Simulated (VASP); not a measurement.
# LiMg2 (P-6m2) in VASP: a series of runs

The runs below take LiMg2 through single point, relaxation of volume and atoms at fixed shape, with LDA.

All numbers are computed with VASP 6.6.1; they aren't measurements. Logs are shortened: lines on timing, memory, paths and dates and some standing lists are left out, and cuts for length are marked.

## (1) The cell of the first run

The structure is hexagonal, space group P-6m2 (No. 187). Conventional cell: a = 3.079 Å, b = 3.079 Å, c = 15.025 Å, α = 90.00°, β = 90.00°, γ = 120.00°. Li (site symmetry 3m) has 6 Mg at 3.02 to 3.07 Å and 6 Li at 3.08 Å within 4.0 Å. Mg (site symmetry -6m2) has 12 Mg at 3.08 to 3.12 Å within 4.1 Å. Mg (site symmetry 3m) has 3 Li at 3.02 Å and 9 Mg at 3.08 to 3.12 Å within 4.0 Å. Within 4.0 Å of Mg (site symmetry -6m2) lie 6 Li at 3.07 Å and 6 Mg at 3.08 Å.

## (2) Single point, LDA

File INCAR:

```
SYSTEM = LiMg2
  ALGO = Normal
  EDIFF = 1E-6
  ENCUT = 520
  ISIF = 2
  ISMEAR = -1
  LASPH = .True.
  LCHARG = .True.
  LELF = .True.
  LREAL = .False.
  LVHAR = .True.
  LWAVE = .False.
  NBANDS = 16
  NELM = 60
  PREC = Accurate
  SIGMA = 0.1
```

File KPOINTS:

```
k-points
0
Gamma
  8 8 2
  0 0 0
```

File POSCAR:

```
LiMg2
1.0
    3.0793196168      0.0000000000      0.0000000000
   -1.5396598084      2.6667690145      0.0000000000
    0.0000000000      0.0000000000     15.0248677301
Li Mg
2 4
Direct
    0.6666666667      0.3333333333      0.6668686282
    0.6666666667      0.3333333333      0.3331313718
    0.6666666667      0.3333333333      0.0000000000
    0.0000000000      0.0000000000      0.8292994718
    0.0000000000      0.0000000000      0.5000000000
    0.0000000000      0.0000000000      0.1707005282
```

Potentials or basis: VASP PAW LDA potentials, release 64 (Li_sv, Mg).

The run is started by

```bash
$ cat potpaw_LDA.64/Li_sv/POTCAR potpaw_LDA.64/Mg/POTCAR > POTCAR
$ mpirun -np 1 vasp_std > vasp.out
```

OUTCAR:

```text
SYSTEM = LiMg2
   EDIFF = 1E-6
   ENCUT = 520
   ISIF = 2
   ISMEAR = -1
   LASPH = .True.
   LREAL = .False.
   NELM = 60
   PREC = Accurate

 ion  position               nearest neighbor table
   1  0.667  0.333  0.667-   4 3.02   4 3.02   4 3.02   5 3.07   5 3.07   5 3.07
   2  0.667  0.333  0.333-   6 3.02   6 3.02   6 3.02   5 3.07   5 3.07   5 3.07
   3  0.667  0.333  0.000-   4 3.12   6 3.12   4 3.12   6 3.12   4 3.12   6 3.12
   4  0.000  0.000  0.829-   1 3.02   1 3.02   1 3.02   3 3.12   3 3.12   3 3.12
   5  0.000  0.000  0.500-   1 3.07   2 3.07   1 3.07   2 3.07   1 3.07   2 3.07
   6  0.000  0.000  0.171-   2 3.02   2 3.02   2 3.02   3 3.12   3 3.12   3 3.12

  LATTYP: Found a hexagonal cell.
 ALAT       =     3.0793196168
 C/A-ratio  =     4.8792816595

  Lattice vectors:

 A1 = (   3.0793196168,   0.0000000000,   0.0000000000)
 A2 = (  -1.5396598084,   2.6667690145,   0.0000000000)
 A3 = (   0.0000000000,   0.0000000000,  15.0248677301)

Analysis of symmetry for initial positions (statically):
=====================================================================
 Subroutine PRICEL returns:
 Original cell was already a primitive cell.

 Routine SETGRP: Setting up the symmetry group for a
 hexagonal supercell.

 Subroutine GETGRP returns: Found 12 space group operations
 (whereof 12 operations were pure point group operations)
 out of a pool of 24 trial point group operations.

The static configuration has the point symmetry D_3h.

Analysis of symmetry for dynamics (positions and initial velocities):
=====================================================================
 Subroutine PRICEL returns:
 Original cell was already a primitive cell.

 Routine SETGRP: Setting up the symmetry group for a
 hexagonal supercell.

 Subroutine GETGRP returns: Found 12 space group operations
 (whereof 12 operations were pure point group operations)
 out of a pool of 24 trial point group operations.

The dynamic configuration has the point symmetry D_3h.

 Subroutine INISYM returns: Found 12 space group operations
 (whereof 12 operations are pure point group operations),
 and found     1 'primitive' translations

----------------------------------------------------------------------------------------

                                     Primitive cell

  volume of cell :     123.3817

  direct lattice vectors                    reciprocal lattice vectors
     3.079319617  0.000000000  0.000000000     0.324747062  0.187492804  0.000000000
    -1.539659808  2.666769014  0.000000000     0.000000000  0.374985608  0.000000000
     0.000000000  0.000000000 15.024867730     0.000000000  0.000000000  0.066556326

  length of vectors
     3.079319617  3.079319617 15.024867730     0.374985608  0.374985608  0.066556326

  position of ions in fractional coordinates (direct lattice)
     0.666666667  0.333333333  0.666868628
     0.666666667  0.333333333  0.333131372
     0.666666667  0.333333333  0.000000000
     0.000000000  0.000000000  0.829299472
     0.000000000  0.000000000  0.500000000
     0.000000000  0.000000000  0.170700528

  ion indices of the primitive-cell ions
   primitive index   ion index
                 1           1
                 2           2
                 3           3
                 4           4
                 5           5
                 6           6

----------------------------------------------------------------------------------------

 KPOINTS: k-points

Automatic generation of k-mesh.
 Grid dimensions read from file:
 generate k-points for:    8    8    2

 Generating k-lattice:

  Cartesian coordinates                     Fractional coordinates (reciprocal lattice)
     0.040593383  0.023436600  0.000000000     0.125000000 -0.000000000  0.000000000
     0.000000000  0.046873201  0.000000000     0.000000000  0.125000000  0.000000000
     0.000000000  0.000000000  0.033278163     0.000000000  0.000000000  0.500000000

  Length of vectors
     0.046873201  0.046873201  0.033278163

  Shift w.r.t. Gamma in fractional coordinates (k-lattice)
     0.000000000  0.000000000  0.000000000

 Subroutine IBZKPT returns following result:
 ===========================================

 Found     20 irreducible k-points:

 Following reciprocal coordinates:
            Coordinates               Weight
  0.000000  0.000000  0.000000      1.000000
  0.125000  0.000000  0.000000      6.000000
  0.250000  0.000000  0.000000      6.000000
  0.375000  0.000000  0.000000      6.000000
  0.500000  0.000000  0.000000      3.000000
  0.125000  0.125000  0.000000      6.000000
[... 12 lines left out ...]
  0.250000  0.250000  0.500000      6.000000
  0.375000  0.250000  0.500000      6.000000
   k-points           NKPTS =     20   k-points in BZ     NKDIM =     20   number of bands    NBANDS=     16
   number of dos      NEDOS =    301   number of ions     NIONS =      6
   total plane-waves  NPLWV =  64512
   dimension x,y,z NGX =    24 NGY =   24 NGZ =  112
   dimension x,y,z NGXF=    48 NGYF=   48 NGZF=  224
   ions per type =               2   4
   NGX,Y,Z   is equivalent  to a cutoff of  12.96, 12.96, 12.39 a.u.
   NGXF,Y,Z  is equivalent  to a cutoff of  25.91, 25.91, 24.78 a.u.
 SYSTEM =  LiMg2
   PREC   = accura    normal or accurate (medium, high low for compatibility)
   ISTART =      0    job   : 0-new  1-cont  2-samecut
   ICHARG =      2    charge: 1-file 2-atom 10-const
   ISPIN  =      1    spin polarized calculation?
   LNONCOLLINEAR =      F non collinear calculations
   LSORBIT =      F    spin-orbit coupling
   LASPH  =      T    aspherical Exc in radial PAW
   ENCUT  =  520.0 eV  38.22 Ry    6.18 a.u.   5.73  5.73 27.94*2*pi/ulx,y,z
   NELM   =     60;   NELMIN=  2; NELMDL= -5     # of ELM steps
   EDIFF  = 0.1E-05   stopping-criterion for ELM
   LREAL  =      F    real-space projection
   EDIFFG = 0.1E-04   stopping-criterion for IOM
   NSW    =      0    number of steps for IOM
   IBRION =     -1    ionic relax: 0-MD 1-quasi-New 2-CG
   NFREE  =      0    steps in history (QN), initial steepest desc. (CG)
   ISIF   =      2    stress and relaxation
   ISYM   =      2    0-nonsym 1-usesym 2-fastsym
   POTIM  = 0.5000    time-step for ionic-motion
   TEBEG  =    0.0;   TEEND  =   0.0 temperature during run
   PSTRESS=    0.0 pullay stress
   NELECT =      14.0000    total number of electrons
   NUPDOWN=      -1.0000    fix difference up-down
   EMIN   =  10.00;   EMAX   =-10.00  energy-range for DOS
   EFERMI =   0.00;   METHOD = LEGACY
   ISMEAR =    -1;   SIGMA  =   0.10  broadening in eV -4-tet -1-fermi 0-gaus
   EFERMI_NEDOS =   21; number of points for ismear=-14 and -15
   IALGO  =     38    algorithm
   IMIX   =      4    mixing-type and parameters
     AMIX     =   0.40;   BMIX     =  1.00
     AMIX_MAG =   1.60;   BMIX_MAG =  1.00
  volume/ion in A,a.u.               =      20.56       138.77
  Fermi-wavevector in a.u.,A,eV,Ry     =   0.792563  1.497727  8.546587  0.628156
  Thomas-Fermi vector in A             =   1.898326
   LORBIT       =      0    0 simple, 1 ext, 2 COOP (PROOUT), +10 PAW based schemes
   GGA     = CA    functional components
   LHFCALC =     F    Hartree Fock is set to
   AEXX    =    0.0000 exact exchange contribution
   IVDW    =     0    specifies the selected vdW correction
   LEPSILON=     F    determine dielectric tensor
   LRPA    =     F    only Hartree local field effects (RPA)
 non-spin polarized calculation
  energy-cutoff  :      520.00
  volume of cell :      123.38
 maximum number of plane-waves:      3356
 NGX is ok and might be reduce to    24
   NGX = 11   NGY = 11   NGZ = 55

 number of electron      13.9999991 magnetization

 Free energy of the ion-electron system (eV)
  ---------------------------------------------------
  ext. energy  EPLUGINS =         0.00000000
  ---------------------------------------------------
  free energy    TOTEN  =       -11.52560132 eV

  energy without entropy =      -11.41524526  energy(sigma->0) =      -11.47042329

 E-fermi :   2.1159     XC(G=0):  -8.4324

 val. band max:        2.0572546600   @ k =   0.2500   0.1250   0.5000
 cond. band min:       2.1583775638   @ k =   0.3750   0.2500   0.5000
 fundamental gap:      0.1011229038
 Fermi energy:         2.1159335549

 k-point     1 :       0.0000    0.0000    0.0000
  band No.  band energies     occupation
      1     -43.3445      2.00000
      2     -43.3444      2.00000
      3      -4.6363      2.00000
      4      -3.5600      2.00000
      5      -3.5337      2.00000
      6      -1.7662      2.00000
[... 8 lines left out ...]
     15      13.7553      0.00000
     16      14.1480      0.00000

 k-point     2 :       0.1250    0.0000    0.0000
  band No.  band energies     occupation
      1     -43.3426      2.00000
      2     -43.3426      2.00000
      3      -4.3080      2.00000
      4      -3.2392      2.00000
      5      -3.2164      2.00000
      6      -1.4542      2.00000
[... 8 lines left out ...]
     15      11.5962      0.00000
     16      11.9253      0.00000

 k-point     3 :       0.2500    0.0000    0.0000
  band No.  band energies     occupation
      1     -43.3381      2.00000
      2     -43.3381      2.00000
      3      -3.3312      2.00000
      4      -2.2859      2.00000
      5      -2.2740      2.00000
      6      -0.5288      2.00000
[... 8 lines left out ...]
     15       9.2686      0.00000
     16       9.7349      0.00000
[... 286 lines left out ...]
 k-point    19 :       0.2500    0.2500    0.5000
  band No.  band energies     occupation
      1     -43.3318      2.00000
      2     -43.3318      2.00000
      3      -0.7771      2.00000
      4      -0.0225      2.00000
      5       0.4593      2.00000
      6       1.4838      1.99641
[... 8 lines left out ...]
     15       6.1982      0.00000
     16       6.9213      0.00000

 k-point    20 :       0.3750    0.2500    0.5000
  band No.  band energies     occupation
      1     -43.3305      2.00000
      2     -43.3305      2.00000
      3       1.3049      1.99940
      4       1.4390      1.99771
      5       1.8398      1.88116
      6       2.1584      0.79091
[... 8 lines left out ...]
     15       5.6277      0.00000
     16       5.7657      0.00000

------------------------ aborting loop because EDIFF is reached ----------------------------------------

  FORCE on cell =-STRESS in cart. coord.  units (eV):
  Direction    XX          YY          ZZ          XY          YZ          ZX
  --------------------------------------------------------------------------------------
  -------------------------------------------------------------------------------------
  Total        0.1010694      0.1010694     -0.7938669      0.0000000     -0.0000000     -0.0000000
  in kB        1.3124397      1.3124397    -10.3087842      0.0000000     -0.0000000     -0.0000000
  external PRESSURE =      -2.5613016 kB  Pullay stress =       0.0000000 kB

 VOLUME and BASIS-vectors are now :
 -----------------------------------------------------------------------------
  energy-cutoff  :      520.00
  volume of cell :      123.38
      direct lattice vectors                 reciprocal lattice vectors
     3.079319617  0.000000000  0.000000000     0.324747062  0.187492804  0.000000000
    -1.539659808  2.666769014  0.000000000     0.000000000  0.374985608  0.000000000
     0.000000000  0.000000000 15.024867730     0.000000000  0.000000000  0.066556326

 POSITION                                       TOTAL-FORCE (eV/Angst)
 -----------------------------------------------------------------------------------
      1.53966      0.88892     10.01961        -0.000000     -0.000000      0.000783
      1.53966      0.88892      5.00525        -0.000000      0.000000     -0.000783
      1.53966      0.88892      0.00000         0.000000     -0.000000      0.000000
      0.00000      0.00000     12.46011         0.000000     -0.000000      0.007200
      0.00000      0.00000      7.51243         0.000000     -0.000000      0.000000
      0.00000      0.00000      2.56475         0.000000     -0.000000     -0.007200
 -----------------------------------------------------------------------------------
    total drift:                               -0.000000      0.000000      0.000000

  FREE ENERGIE OF THE ION-ELECTRON SYSTEM (eV)
  ---------------------------------------------------
  free  energy   TOTEN  =       -11.5256013229 eV

  energy  without entropy=      -11.4152452556  energy(sigma->0) =      -11.47042329
```

Run time: 16 s. Hardware: 1 thread of Intel Xeon 6975P-C (Granite Rapids), shared host; peak memory 0.21 GiB.

Results:

| Item | Value |
| --- | --- |
| Free energy | -11.5256 eV |
| Largest force | 0.007 eV/Å |
| Band gap on the k mesh | zero (band 7 reaches 3.13 eV, above the bottom of band 8 at 0.15 eV) |

Forces on the atoms (eV/Å):
```
Li   0.000  0.000  0.001
Li   0.000  0.000 -0.001
Mg   0.000  0.000  0.000
Mg   0.000  0.000  0.007
Mg   0.000  0.000  0.000
Mg   0.000  0.000 -0.007
```

Levels at points of the mesh, in eV from the Fermi level:
| k point | band 3 | band 4 | band 5 | band 6 | band 7 | band 8 | band 9 | band 10 | band 11 | band 12 |
| --- | --- | --- | --- | --- | --- | --- | --- | --- | --- | --- |
| (0.00, 0.00, 0.00) | -6.75 | -5.68 | -5.65 | -3.88 | -2.73 | -1.13 | 0.41 | 3.66 | 4.04 | 8.67 |
| (0.50, 0.00, 0.00) | -1.75 | -1.59 | -0.99 | -0.95 | -0.64 | -0.60 | 1.05 | 1.08 | 1.31 | 2.67 |
| (0.00, 0.00, 0.50) | -6.75 | -5.81 | -5.48 | -4.05 | -2.07 | -1.97 | 1.30 | 2.14 | 5.76 | 6.90 |
| (0.50, 0.00, 0.50) | -1.73 | -1.59 | -1.20 | -0.82 | -0.71 | -0.10 | 0.10 | 1.26 | 2.36 | 2.59 |

Caveat: the cutoff is under 1.25 times the usual one of these potentials, so pressure, stress and relaxed cells hold a basis-set (Pulay) error.

## (3) Relaxation of volume and atoms at fixed shape, LDA

This run uses another cell than the first one, of 21.44 Å³/atom, 1.043 times its volume.

File INCAR:

```
SYSTEM = LiMg2
PREC     = Accurate       ! precision mode
ENCUT    = 600            ! plane-wave cutoff, eV
EDIFF    = 1E-6           ! SCF threshold, eV
ISMEAR   = -1             ! smearing method
SIGMA    = 0.1            ! smearing width, eV
LREAL    = .False.        ! projectors in reciprocal space
LASPH    = .True.         ! aspherical terms in the spheres
NELM     = 80             ! most SCF steps
ALGO     = Normal         ! electronic algorithm
ISIF     = 8              ! what is computed and relaxed
LWAVE    = .False.        ! write WAVECAR
LCHARG   = .False.        ! write CHGCAR
IBRION   = 2              ! ionic algorithm
NSW      = 50             ! ionic steps
EDIFFG   = -0.01          ! ionic threshold
```

File KPOINTS:

```
Automatic mesh
0
Gamma
  8 8 2
  0 0 0
```

File POSCAR:

```
LiMg2
1.0
    3.1224750000      0.0000000000      0.0000000000
   -1.5612375000      2.7041426727      0.0000000000
    0.0000000000      0.0000000000     15.2354350000
Li Mg
2 4
Direct
    0.6666670000      0.3333330000      0.6667870000
    0.6666670000      0.3333330000      0.3332130000
    0.6666670000      0.3333330000      0.0000000000
    0.0000000000      0.0000000000      0.8290680000
    0.0000000000      0.0000000000      0.5000000000
    0.0000000000      0.0000000000      0.1709320000
```

Potentials or basis: VASP PAW LDA potentials, release 64 (Li_sv, Mg).

The run is started by

```bash
$ cat potpaw_LDA.64/Li_sv/POTCAR potpaw_LDA.64/Mg/POTCAR > POTCAR
$ mpirun -np 1 vasp_std > vasp.out
```

Wall time 37 s (1 thread of Intel Xeon 6975P-C (Granite Rapids), shared host); peak memory 0.26 GiB.

Results (log left out):

| Property | Result |
| --- | --- |
| Free energy | -11.5277 eV |
| Relaxed volume | 20.41 Å³/atom |
| Relaxed cell | a = 3.071 Å, b = 3.071 Å, c = 14.986 Å, α = 90.00°, β = 90.00°, γ = 120.00° |
| Space group after relaxing (to 0.05 Å) | P-6m2 (No. 187) |
| Energy gained by relaxing | 5.1 meV/atom |
| Ionic steps | 3 |
| Pressure after relaxing | 0.0 GPa |
| Band gap on the k mesh | zero (band 7 reaches 3.17 eV, above the bottom of band 8 at 0.17 eV) |

Forces in eV/Å, atoms in the order of the input:
```
Li   0.000  0.000  0.002
Li   0.000  0.000 -0.002
Mg   0.000  0.000  0.000
Mg   0.000  0.000 -0.002
Mg   0.000  0.000  0.000
Mg   0.000  0.000  0.002
```

Stress tensor (GPa, compression positive):
```
 0.36  0.00  0.00
 0.00  0.36  0.00
 0.00  0.00 -0.82
```

The path:
```
step  energy change (eV)  largest force (eV/Å)  pressure (GPa)  volume (Å³)
   1              0.0000                0.0475           -1.47       128.64
   2             -0.0247                0.0202           -0.67       125.01
   3             -0.0305                0.0024           -0.03       122.43
```

Final structure:
```yaml
crystal:
  lattice:
    - [3.07142, 0.00000, 0.00000]
    - [-1.53571, 2.65993, 0.00000]
    - [0.00000, 0.00000, 14.98632]
  atoms:
    - { symbol: Li, position: [0.66667, 0.33333, 0.66681] }
    - { symbol: Li, position: [0.66667, 0.33333, 0.33319] }
    - { symbol: Mg, position: [0.66667, 0.33333, 0.00000] }
    - { symbol: Mg, position: [0.00000, 0.00000, 0.82933] }
    - { symbol: Mg, position: [0.00000, 0.00000, 0.50000] }
    - { symbol: Mg, position: [0.00000, 0.00000, 0.17067] }
```

Levels at points of the mesh, in eV from the Fermi level:
| k point | band 4 | band 5 | band 6 | band 7 | band 8 | band 9 | band 10 | band 11 |
| --- | --- | --- | --- | --- | --- | --- | --- | --- |
| (0.00, 0.00, 0.00) | -5.70 | -5.67 | -3.90 | -2.74 | -1.14 | 0.42 | 3.68 | 4.06 |
| (0.50, 0.00, 0.00) | -1.60 | -0.99 | -0.95 | -0.64 | -0.60 | 1.05 | 1.09 | 1.32 |
| (0.00, 0.00, 0.50) | -5.83 | -5.50 | -4.06 | -2.07 | -1.98 | 1.31 | 2.15 | 5.79 |
| (0.50, 0.00, 0.50) | -1.59 | -1.21 | -0.83 | -0.71 | -0.11 | 0.10 | 1.27 | 2.37 |

Caveat: the cutoff is under 1.25 times the usual one of these potentials, so pressure, stress and relaxed cells hold a basis-set (Pulay) error.
